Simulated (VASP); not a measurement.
Wanted: the native input for a VASP 6.6.1 run.

```
Task                   : single point
Functional             : r2SCAN
Potentials or basis    : VASP PAW PBE potentials, release 64 (Hf_pv)
Cutoff                 : 520 eV
k mesh                 : 16 × 16 × 16
Occupations            : gaussian, width 0.1 eV
Spin                   : no spin polarisation
Dipole correction      : no
Further INCAR settings : ALGO = Normal; EDIFF = 1e-07; NBANDS = 11
```

Hf:

```
Hf
1.0
    -1.73288    1.73288    1.73288
     1.73288   -1.73288    1.73288
     1.73288    1.73288   -1.73288
Hf
1
Direct
  0.00000 0.00000 0.00000
```

This cell differs from its parent crystal: volume scaled by 0.94.

One way to write it, as run:

POSCAR

```
Hf
1.0
   -1.7328845687      1.7328845687      1.7328845687
    1.7328845687     -1.7328845687      1.7328845687
    1.7328845687      1.7328845687     -1.7328845687
Hf
1
Direct
    0.0000000000      0.0000000000      0.0000000000
```

INCAR.step1

```
SYSTEM = Hf
ALGO = Normal
EDIFF = 1E-4
ENCUT = 520
GGA = PE
ISMEAR = 0
LASPH = .True.
LCHARG = .False.
LREAL = .False.
LWAVE = .True.
NBANDS = 11
NELM = 100
PREC = Accurate
SIGMA = 0.1
```

INCAR.step2

```
SYSTEM = Hf
ALGO = Normal
EDIFF = 1E-7
ENCUT = 520
ISIF = 2
ISMEAR = 0
ISTART = 1
LASPH = .True.
LCHARG = .True.
LELF = .True.
LMIXTAU = .True.
LREAL = .False.
LVHAR = .True.
LWAVE = .False.
METAGGA = R2SCAN
NBANDS = 11
NELM = 100
PREC = Accurate
SIGMA = 0.1
```

KPOINTS

```
k-points
0
Gamma
  16 16 16
  0 0 0
```

Potentials or basis: VASP PAW PBE potentials, release 64 (Hf_pv).

The run is started by

```console
$ cat potpaw_PBE.64/Hf_pv/POTCAR > POTCAR
$ cp INCAR.step1 INCAR
$ mpirun -np 1 vasp_std > vasp.out
$ cp INCAR.step2 INCAR
$ mpirun -np 1 vasp_std > vasp.out
```

It gave:

- Pressure: 6.5 GPa
- Band gap on the k mesh: zero (band 5 reaches 6.78 eV, above the bottom of band 6 at 4.14 eV)

Caveat: the PAW data sets were made with another functional, which shifts forces and pressure a little; spin-orbit coupling is left out, which moves the levels of the heavy elements.

Run time: 77 s on 1 thread of AMD EPYC 9R45 96-Core Processor (Zen 5), on a shared host, peak memory 0.14 GiB.
